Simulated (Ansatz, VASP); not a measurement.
One calculation of AlO2, two programs

```
CELL_PARAMETERS angstrom
9.35429 0.00000 0.00000
0.00000 2.91863 0.00000
0.00000 0.00000 4.81019
ATOMIC_POSITIONS crystal
Al 0.16307 0.25000 0.95719
Al 0.83693 0.75000 0.04281
Al 0.33693 0.75000 0.45719
Al 0.66307 0.25000 0.54281
O 0.77129 0.25000 0.23091
O 0.22871 0.75000 0.76909
O 0.72871 0.75000 0.73091
O 0.27129 0.25000 0.26909
O 0.96876 0.25000 0.84537
O 0.03124 0.75000 0.15463
O 0.53124 0.75000 0.34537
O 0.46876 0.25000 0.65463
```

Alike in both runs: functional PBE; k mesh 2 × 8 × 4; occupations gaussian, width 0.1 eV; collinear spin.

Ansatz relaxed the structure, and its values are those at the end. VASP's run is a single point on that final structure, the one shown.

```csv
,VASP,Ansatz
version,VASP 6.6.1,Ansatz 0.2.0
potentials or method,"VASP PAW PBE potentials, release 64 (Al, O), cutoff 520 eV","scalar-relativistic, plane waves, PAW"
valence electrons in the cell,60,60
```

|  | VASP | Ansatz | Ansatz less VASP |
| --- | --- | --- | --- |
| gap on the k mesh at the Fermi level (eV) | 0.16 | 0.16 | +0.003 |
| least direct gap on the mesh (eV) | 0.43 | 0.43 | +0.005 |
| pressure (GPa) | 0.0 | 0.2 | +0.15 |
| rms of the force components (eV/Å) | 0.014 | 0.017 | +0.0024 |
| net moment per atom (μB) | 0.33 | 0.33 | 0.000 |
| size of the moment on the site where the two differ most (μB) | 0.81 | 0.83 | +0.024 |

Site moments also hang on the region over which each program counts them.
